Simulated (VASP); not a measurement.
Set up this calculation in VASP 6.6.1, as the native input.

| Quantity | Value |
| --- | --- |
| Task | single point |
| Functional | r2SCAN |
| Potentials or basis | VASP PAW PBE potentials, release 64 (N) |
| Cutoff | 520 eV |
| k mesh | 4 × 4 × 4 |
| Occupations | gaussian, width 0.02 eV |
| Spin | collinear spin, ferromagnetic start |
| Starting moments | [3.23, 3.23, 3.23, 3.23] μB |
| Dipole correction | no |
| Further INCAR settings | ALGO = Normal; EDIFF = 1e-06; NBANDS = 22 |

The system is N.

```
N
1.0
     5.64900    0.00000    0.00000
     0.00000    5.64900    0.00000
     0.00000    0.00000    5.64900
N
4
Direct
  0.03000 0.03000 0.03000
  0.47000 0.97000 0.53000
  0.53000 0.47000 0.97000
  0.97000 0.53000 0.47000
```

These files were run (other wordings do the same):

POSCAR

```
N
1.0
    5.6490000000      0.0000000000      0.0000000000
    0.0000000000      5.6490000000      0.0000000000
    0.0000000000      0.0000000000      5.6490000000
N
4
Direct
    0.0300000000      0.0300000000      0.0300000000
    0.4700000000      0.9700000000      0.5300000000
    0.5300000000      0.4700000000      0.9700000000
    0.9700000000      0.5300000000      0.4700000000
```

INCAR.step1

```
SYSTEM = N
  PREC = Accurate
  ENCUT = 520
  ISMEAR = 0
  SIGMA = 0.02
  LREAL = .False.
  LASPH = .True.
  NELM = 150
  ISPIN = 2
  MAGMOM = 3.23 3.23 3.23 3.23
  NBANDS = 22
  GGA = PE
  ALGO = Normal
  EDIFF = 1E-4
  LWAVE = .True.
  LCHARG = .False.
```

INCAR.step2

```
SYSTEM = N
  PREC = Accurate
  ENCUT = 520
  EDIFF = 1E-6
  ISMEAR = 0
  SIGMA = 0.02
  LREAL = .False.
  LASPH = .True.
  NELM = 150
  ALGO = Normal
  ISIF = 2
  LWAVE = .False.
  LCHARG = .False.
  ISPIN = 2
  MAGMOM = 3.23 3.23 3.23 3.23
  LORBIT = 11
  METAGGA = R2SCAN
  LMIXTAU = .True.
  NBANDS = 22
  ISTART = 1
```

KPOINTS

```
Automatic mesh
0
Gamma
  4 4 4
  0 0 0
```

Potentials or basis: VASP PAW PBE potentials, release 64 (N).

Run with:

```bash
$ cat potpaw_PBE.64/N/POTCAR > POTCAR
$ cp INCAR.step1 INCAR
$ mpirun -np 1 vasp_std > vasp.out
$ cp INCAR.step2 INCAR
$ mpirun -np 1 vasp_std > vasp.out
```

It gave:

The pressure is -0.1 GPa and the largest force is 0.013 eV/Å. The band gap on the k mesh is 4.63 eV (least direct gap 4.69 eV). The net moment is 12.00 μB per cell and the site moments are N +1.99 μB. The valence electrons inside the program's atomic spheres are N 3.30.

Caveat: the PAW data sets were made with another functional, which shifts forces and pressure a little.

Wall time 7.8 min on 1 thread of Oxide Virtual Turin-like Processor (shared host), peak memory 0.33 GiB.
